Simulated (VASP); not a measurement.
# K3Te2 (R-3c) in VASP: relaxation of cell and atoms with PBE

Aim: the relaxation of cell and atoms of K3Te2 with PBE.

Everything below comes from runs of VASP 6.6.1. Logs are shortened: lines on timing, memory, paths and dates and some standing lists are left out, and cuts for length are marked.

## Step 1: The cell of the first run

The structure is trigonal, space group R-3c (No. 167). The conventional cell has a = 9.812 Å, b = 9.812 Å, c = 15.068 Å, α = 90.00°, β = 90.00°, γ = 120.00°. K (site symmetry 2) has 6 Te at 3.47 to 4.60 Å and 6 K at 3.93 to 4.25 Å within 4.7 Å. Te (site symmetry 3) has 9 K at 3.47 to 4.60 Å and 2 Te at 3.63 to 3.90 Å within 4.7 Å.

## Step 2: Relaxation of cell and atoms, PBE

INCAR

```
PREC = Accurate
ENCUT = 500
EDIFF = 1E-7
ISMEAR = 0
SIGMA = 0.1
LREAL = F
LASPH = T
NELM = 120
ALGO = Normal
ISIF = 3
LWAVE = F
LCHARG = F
GGA = PE
IBRION = 2
NSW = 100
EDIFFG = -0.01
GGA_COMPAT = F
NELMIN = 4
```

KPOINTS

```
Automatic mesh
0
Gamma
  6 6 6
```

POSCAR

```
K3Te2
1.0
    4.9061031792      2.8325399912      5.0226968596
   -4.9061031792      2.8325399912      5.0226968596
    0.0000000000     -5.6650799824      5.0226968596
K Te
6 4
Direct
    0.0533127747      0.4466872253      0.7500000000
    0.7500000000      0.0533127747      0.4466872253
    0.4466872253      0.7500000000      0.0533127747
    0.9466872253      0.5533127747      0.2500000000
    0.2500000000      0.9466872253      0.5533127747
    0.5533127747      0.2500000000      0.9466872253
    0.8794124830      0.8794124830      0.8794124830
    0.6205875170      0.6205875170      0.6205875170
    0.1205875170      0.1205875170      0.1205875170
    0.3794124830      0.3794124830      0.3794124830
```

Potentials or basis: VASP PAW PBE potentials, release 64 (K_sv, Te).

Run with:

```bash
$ cat potpaw_PBE.64/K_sv/POTCAR potpaw_PBE.64/Te/POTCAR > POTCAR
$ mpirun -np 1 vasp_std > vasp.out
```

OUTCAR:

```text
PREC = Accurate
   ENCUT = 500
   EDIFF = 1E-7
   ISMEAR = 0
   LREAL = F
   LASPH = T
   NELM = 120
   ISIF = 3
   GGA = PE
   IBRION = 2
   NSW = 100
   EDIFFG = -0.01
   NELMIN = 4

 ion  position               nearest neighbor table
   1  0.053  0.447  0.750-   9 3.47  10 3.47   7 3.56   8 3.56
   2  0.750  0.053  0.447-  10 3.47   9 3.47   8 3.56   7 3.56
   3  0.447  0.750  0.053-   9 3.47  10 3.47   7 3.56   8 3.56
   4  0.947  0.553  0.250-   7 3.47   8 3.47   9 3.56  10 3.56
   5  0.250  0.947  0.553-   8 3.47   7 3.47  10 3.56   9 3.56
   6  0.553  0.250  0.947-   7 3.47   8 3.47   9 3.56  10 3.56
   7  0.879  0.879  0.879-   6 3.47   4 3.47   5 3.47   1 3.56   3 3.56   2 3.56   9 3.63
   8  0.621  0.621  0.621-   5 3.47   4 3.47   6 3.47   1 3.56   2 3.56   3 3.56  10 3.63
   9  0.121  0.121  0.121-   3 3.47   1 3.47   2 3.47   4 3.56   6 3.56   5 3.56   7 3.63
  10  0.379  0.379  0.379-   2 3.47   1 3.47   3 3.47   4 3.56   5 3.56   6 3.56   8 3.63

  LATTYP: Found a trigonal (rhomboedric) cell.
 ALAT       =     7.5710379044
 COS(alpha) =     0.1601678235

  Lattice vectors:

 A1 = (   4.9061031792,   2.8325399912,   5.0226968596)
 A2 = (  -4.9061031792,   2.8325399912,   5.0226968596)
 A3 = (   0.0000000000,  -5.6650799824,   5.0226968596)

Analysis of symmetry for initial positions (statically):
=====================================================================
 Subroutine PRICEL returns:
 Original cell was already a primitive cell.

 Routine SETGRP: Setting up the symmetry group for a
 trigonal (rhombohedral) supercell.

 Subroutine GETGRP returns: Found 12 space group operations
 (whereof  6 operations were pure point group operations)
 out of a pool of 12 trial point group operations.

The static configuration has the point symmetry S_6 .
 The point group associated with its full space group is D_3d.

Analysis of symmetry for dynamics (positions and initial velocities):
=====================================================================
 Subroutine PRICEL returns:
 Original cell was already a primitive cell.

 Routine SETGRP: Setting up the symmetry group for a
 trigonal (rhombohedral) supercell.

 Subroutine GETGRP returns: Found 12 space group operations
 (whereof  6 operations were pure point group operations)
 out of a pool of 12 trial point group operations.

The dynamic configuration has the point symmetry S_6 .
 The point group associated with its full space group is D_3d.

 Subroutine INISYM returns: Found 12 space group operations
 (whereof  6 operations are pure point group operations),
 and found     1 'primitive' translations

----------------------------------------------------------------------------------------

                                     Primitive cell

  volume of cell :     418.7945

  direct lattice vectors                    reciprocal lattice vectors
     4.906103179  2.832539991  5.022696860     0.101913878  0.058840005  0.066365409
    -4.906103179  2.832539991  5.022696860    -0.101913878  0.058840005  0.066365409
     0.000000000 -5.665079982  5.022696860     0.000000000 -0.117680010  0.066365409

  length of vectors
     7.571037904  7.571037904  7.571037904     0.135103487  0.135103487  0.135103487

  position of ions in fractional coordinates (direct lattice)
     0.053312775  0.446687225  0.750000000
     0.750000000  0.053312775  0.446687225
     0.446687225  0.750000000  0.053312775
     0.946687225  0.553312775  0.250000000
     0.250000000  0.946687225  0.553312775
     0.553312775  0.250000000  0.946687225
     0.879412483  0.879412483  0.879412483
     0.620587517  0.620587517  0.620587517
[... 109 lines left out ...]
  Fermi-wavevector in a.u.,A,eV,Ry     =   0.934916  1.766736 11.892423  0.874068
  Thomas-Fermi vector in A             =   2.061770
   LORBIT       =      0    0 simple, 1 ext, 2 COOP (PROOUT), +10 PAW based schemes
   GGA     = PE    functional components
   LHFCALC =     F    Hartree Fock is set to
   AEXX    =    0.0000 exact exchange contribution
   IVDW    =     0    specifies the selected vdW correction
   LEPSILON=     F    determine dielectric tensor
   LRPA    =     F    only Hartree local field effects (RPA)
 conjugate gradient relaxation of ions
 non-spin polarized calculation
 Gauss-broadening in eV      SIGMA  =   0.10
  energy-cutoff  :      500.00
  volume of cell :      418.79
 maximum number of plane-waves:     10659
   NGX = 27   NGY = 27   NGZ = 27

--------------------------------------- Ionic step        1  -------------------------------------------

 number of electron      77.9999987 magnetization

 Free energy of the ion-electron system (eV)
  ---------------------------------------------------
  ext. energy  EPLUGINS =         0.00000000
  ---------------------------------------------------
  free energy    TOTEN  =       -27.43113460 eV

  energy without entropy =      -27.41369094  energy(sigma->0) =      -27.42241277

------------------------ aborting loop because EDIFF is reached ----------------------------------------

  FORCE on cell =-STRESS in cart. coord.  units (eV):
  Direction    XX          YY          ZZ          XY          YZ          ZX
  --------------------------------------------------------------------------------------
  -------------------------------------------------------------------------------------
  Total        0.1480689      0.1480689      0.0781123      0.0000000     -0.0000000      0.0000000
  in kB        0.5664656      0.5664656      0.2988334      0.0000000     -0.0000000      0.0000000
  external PRESSURE =       0.4772548 kB  Pullay stress =       0.0000000 kB

 VOLUME and BASIS-vectors are now :
 -----------------------------------------------------------------------------
  energy-cutoff  :      500.00
  volume of cell :      418.79
      direct lattice vectors                 reciprocal lattice vectors
     4.906103179  2.832539991  5.022696860     0.101913878  0.058840005  0.066365409
    -4.906103179  2.832539991  5.022696860    -0.101913878  0.058840005  0.066365409
     0.000000000 -5.665079982  5.022696860     0.000000000 -0.117680010  0.066365409

 POSITION                                       TOTAL-FORCE (eV/Angst)
 -----------------------------------------------------------------------------------
     -1.92994     -2.83254      6.27837        -0.002253      0.000000     -0.000000
      3.41802     -0.25510      6.27837         0.001126     -0.001951     -0.000000
     -1.48808      3.08764      6.27837         0.001126      0.001951     -0.000000
      1.92994      2.83254      8.78972         0.002253     -0.000000     -0.000000
     -3.41802      0.25510      8.78972        -0.001126      0.001951     -0.000000
      1.48808     -3.08764      8.78972        -0.001126     -0.001951     -0.000000
      0.00000      0.00000     13.25107        -0.000000      0.000000      0.003523
      0.00000      0.00000      9.35107        -0.000000     -0.000000     -0.003523
      0.00000      0.00000      1.81702        -0.000000      0.000000     -0.003523
      0.00000      0.00000      5.71702        -0.000000      0.000000      0.003523
 -----------------------------------------------------------------------------------
    total drift:                               -0.000000     -0.000000      0.000000

  FREE ENERGIE OF THE ION-ELECTRON SYSTEM (eV)
  ---------------------------------------------------
  free  energy   TOTEN  =       -27.4311346041 eV

  energy  without entropy=      -27.4136909378  energy(sigma->0) =      -27.42241277

--------------------------------------- Ionic step        2  -------------------------------------------

 number of electron      77.9999986 magnetization

 Free energy of the ion-electron system (eV)
  ---------------------------------------------------
  ext. energy  EPLUGINS =         0.00000000
  ---------------------------------------------------
  free energy    TOTEN  =       -27.43130176 eV

  energy without entropy =      -27.41385787  energy(sigma->0) =      -27.42257982

 E-fermi :   1.8179     XC(G=0):  -7.3170

 val. band max:        1.8119419555   @ k =   0.5000   0.0000   0.0000
 cond. band min:       1.8250937899   @ k =  -0.1667   0.5000   0.1667
 fundamental gap:      0.0131518344
 Fermi energy:         1.8178924466

 k-point     1 :       0.0000    0.0000    0.0000
  band No.  band energies     occupation
      1     -29.1934      2.00000
      2     -29.1849      2.00000
      3     -29.1849      2.00000
      4     -29.1764      2.00000
      5     -29.1764      2.00000
      6     -29.1695      2.00000
[... 1165 lines left out ...]
     45       4.9457      0.00000
     46       5.0972      0.00000

 [... further k-points ...]

------------------------ aborting loop because EDIFF is reached ----------------------------------------

  FORCE on cell =-STRESS in cart. coord.  units (eV):
  Direction    XX          YY          ZZ          XY          YZ          ZX
  --------------------------------------------------------------------------------------
  -------------------------------------------------------------------------------------
  Total        0.0522567      0.0522567      0.0354655      0.0000000      0.0000000      0.0000000
  in kB        0.1995572      0.1995572      0.1354353      0.0000000      0.0000000      0.0000000
  external PRESSURE =       0.1781832 kB  Pullay stress =       0.0000000 kB

 VOLUME and BASIS-vectors are now :
 -----------------------------------------------------------------------------
  energy-cutoff  :      500.00
  volume of cell :      419.55
      direct lattice vectors                 reciprocal lattice vectors
     4.909607725  2.834563342  5.024589585     0.101841130  0.058798004  0.066340410
    -4.909607725  2.834563342  5.024589585    -0.101841130  0.058798004  0.066340410
     0.000000000 -5.669126683  5.024589585     0.000000000 -0.117596008  0.066340410

 POSITION                                       TOTAL-FORCE (eV/Angst)
 -----------------------------------------------------------------------------------
     -1.93142     -2.83456      6.28074        -0.002355      0.000000      0.000000
      3.42052     -0.25538      6.28074         0.001177     -0.002039      0.000000
     -1.48909      3.08994      6.28074         0.001177      0.002039      0.000000
      1.93142      2.83456      8.79303         0.002355      0.000000      0.000000
     -3.42052      0.25538      8.79303        -0.001177      0.002039      0.000000
      1.48909     -3.08994      8.79303        -0.001177     -0.002039      0.000000
      0.00000      0.00000     13.25623         0.000000      0.000000      0.002497
      0.00000      0.00000      9.35442         0.000000      0.000000     -0.002497
      0.00000      0.00000      1.81754         0.000000      0.000000     -0.002497
      0.00000      0.00000      5.71935         0.000000      0.000000      0.002497
 -----------------------------------------------------------------------------------
    total drift:                               -0.000000     -0.000000      0.000000

  FREE ENERGIE OF THE ION-ELECTRON SYSTEM (eV)
  ---------------------------------------------------
  free  energy   TOTEN  =       -27.4313017568 eV

  energy  without entropy=      -27.4138578748  energy(sigma->0) =      -27.42257982

 reached required accuracy - stopping structural energy minimisation
```

It took 11 min on 1 thread of Intel Xeon 6975P-C (Granite Rapids), shared host; peak memory 0.72 GiB.

Results:

```yaml
Free_energy: -27.4313 eV
Relaxed_volume: 41.96 Å³/atom
Relaxed_cell: a = 7.575 Å, b = 7.575 Å, c = 7.575 Å, α = 80.80°, β = 80.80°, γ = 80.80°
Space_group_after_relaxing_to_0.1_Å: R-3c (No. 167)
Energy_gained_by_relaxing: 0.0 meV/atom
Ionic_steps: 2
Pressure_after_relaxing: 0.0 GPa
Band_gap_on_the_k_mesh: zero (bands 39 and 40 overlap by 0.08 eV)
```

Forces in eV/Å, atoms in the order of the input:
```
K   -0.002  0.000  0.000
K    0.001 -0.002  0.000
K    0.001  0.002  0.000
K    0.002  0.000  0.000
K   -0.001  0.002  0.000
K   -0.001 -0.002  0.000
Te   0.000  0.000  0.002
Te   0.000  0.000 -0.002
Te   0.000  0.000 -0.002
Te   0.000  0.000  0.002
```

The path:
```tsv
step	energy change (eV)	largest force (eV/Å)	pressure (GPa)	volume (Å³)
1	0.0000	0.0035	0.05	418.79
2	-0.0002	0.0025	0.02	419.55
```

Final structure:
```xyz
10
Lattice="4.9096 2.8346 5.0246 -4.9096 2.8346 5.0246 0.0000 -5.6691 5.0246" Properties=species:S:1:pos:R:3 pbc="T T T"
K    -1.9314   -2.8346    6.2807
K     3.4205   -0.2554    6.2807
K    -1.4891    3.0899    6.2807
K     1.9314    2.8346    8.7930
K    -3.4205    0.2554    8.7930
K     1.4891   -3.0899    8.7930
Te    0.0000    0.0000   13.2562
Te    0.0000    0.0000    9.3544
Te    0.0000    0.0000    1.8175
Te    0.0000    0.0000    5.7193
```

Levels at points of the mesh, in eV from the Fermi level:
```tsv
k point	band 35	band 36	band 37	band 38	band 39	band 40	band 41	band 42	band 43	band 44
(0.00, 0.00, 0.00)	-1.83	-1.56	-1.35	-1.35	-1.32	0.82	0.84	2.45	2.45	3.18
(0.50, 0.00, 0.00)	-1.66	-1.66	-1.32	-1.32	-0.01	-0.01	2.27	2.27	2.57	2.57
(0.50, 0.50, 0.00)	-1.56	-1.54	-1.35	-1.19	-1.17	0.84	1.78	2.47	2.62	2.75
(0.50, 0.50, 0.50)	-1.32	-1.32	-1.32	-1.32	0.05	0.05	2.66	2.66	2.66	2.66
```

Caveat: spin-orbit coupling is left out, which moves the levels of the heavy elements.
